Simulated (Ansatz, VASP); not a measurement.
Two plane-wave programs on C

The input INCAR:

```
  ALGO = Normal
  EDIFF = 1E-6
  EDIFFG = -0.005
  ENCUT = 600
  GGA = PE
  IBRION = 2
  ISIF = 3
  ISMEAR = 0
  IVDW = 13
  LASPH = True
  LCHARG = False
  LREAL = False
  LWAVE = False
  NELM = 100
  NSW = 80
  PREC = Accurate
  SIGMA = 0.01
```

Contents of KPOINTS:

```
k-points
0
Gamma
  8 8 8
```

The input POSCAR:

```
C
1.0
    0.0000000000      1.7833700000      1.7833700000
    1.7833700000      0.0000000000      1.7833700000
    1.7833700000      1.7833700000      0.0000000000
C
2
Direct
    0.0000000000      0.0000000000      0.0000000000
    0.2500000000      0.2500000000      0.2500000000
```

Input for Ansatz:

```yaml
crystal:
  lattice:
    - [0.0, 1.78337, 1.78337]
    - [1.78337, 0.0, 1.78337]
    - [1.78337, 1.78337, 0.0]
  atoms:
    - { symbol: C, position: [0.0, 0.0, 0.0] }
    - { symbol: C, position: [0.25, 0.25, 0.25] }
kpoints:
  mp_grid:
    grid: [8, 8, 8]
hamiltonian:
  xc: pbe
  dispersion: d4
scf:
  occupations:
    method: fixed
relax:
  f_tol: 0.005
  max_steps: 60
  cell: {}
```

Alike in both runs: task relaxation of cell and atoms; functional PBE; dispersion D4; k mesh 8 × 8 × 8; no spin polarisation.

```csv
,VASP,Ansatz
version,VASP 6.6.1,Ansatz 0.2.0
potentials or method,"VASP PAW PBE potentials, release 64 (C)","plane waves, PAW"
plane-wave cutoff (eV),600,420
occupations,"gaussian, width 0.01 eV",fixed
valence electrons in the cell,8,8
```

|  | VASP | Ansatz | Ansatz less VASP |
| --- | --- | --- | --- |
| relaxed volume (Å³/atom) | 5.63 | 5.63 | 0.000 |
| relaxed cell length with the largest relative difference (Å) | 2.515 | 2.515 | 0.0000 |
